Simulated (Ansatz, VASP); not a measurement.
## Two plane-wave programs on AlN

INCAR

```
  PREC = Accurate
  ENCUT = 600
  EDIFF = 1E-7
  ISMEAR = 0
  SIGMA = 0.01
  LREAL = False
  LASPH = True
  NELM = 120
  ALGO = Normal
  ISIF = 3
  LWAVE = False
  LCHARG = False
  GGA = PE
  IBRION = 2
  NSW = 50
  EDIFFG = -0.01
  GGA_COMPAT = False
  NELMIN = 4
```

File KPOINTS:

```
Automatic mesh
0
Gamma
  10 10 10
```

The input POSCAR:

```
AlN
1.0
    0.0000000000      1.9690000000      1.9690000000
    1.9690000000      0.0000000000      1.9690000000
    1.9690000000      1.9690000000      0.0000000000
Al N
1 1
Direct
    0.0000000000      0.0000000000      0.0000000000
    0.5000000000      0.5000000000      0.5000000000
```

Input for Ansatz:

```yaml
crystal:
  lattice:
    - [0.0, 1.969, 1.969]
    - [1.969, 0.0, 1.969]
    - [1.969, 1.969, 0.0]
  atoms:
    - { symbol: Al, position: [0.0, 0.0, 0.0] }
    - { symbol: "N", position: [0.5, 0.5, 0.5] }
basis:
  ecutwfc: 470.0
kpoints:
  mp_grid:
    grid: [10, 10, 10]
hamiltonian:
  xc: pbe
  dispersion: none
scf:
  max_iter: 80
  occupations:
    method: fixed
relax:
  max_steps: 30
  cell: {}
```

Alike in both runs: task relaxation of cell and atoms; functional PBE; k mesh 10 × 10 × 10; no spin polarisation.

|  | VASP | Ansatz |
| --- | --- | --- |
| version | VASP 6.6.1 | Ansatz 0.2.0 |
| potentials or method | VASP PAW PBE potentials, release 64 (Al, N), cutoff 600 eV | plane waves, PAW |
| occupations | gaussian, width 0.01 eV | fixed |
| valence electrons in the cell | 8 | 8 |

|  | VASP | Ansatz | Ansatz less VASP |
| --- | --- | --- | --- |
| relaxed volume (Å³/atom) | 8.42 | 8.43 | +0.015 |
| relaxed cell length with the largest relative difference (Å) | 2.877 | 2.878 | +0.0017 |
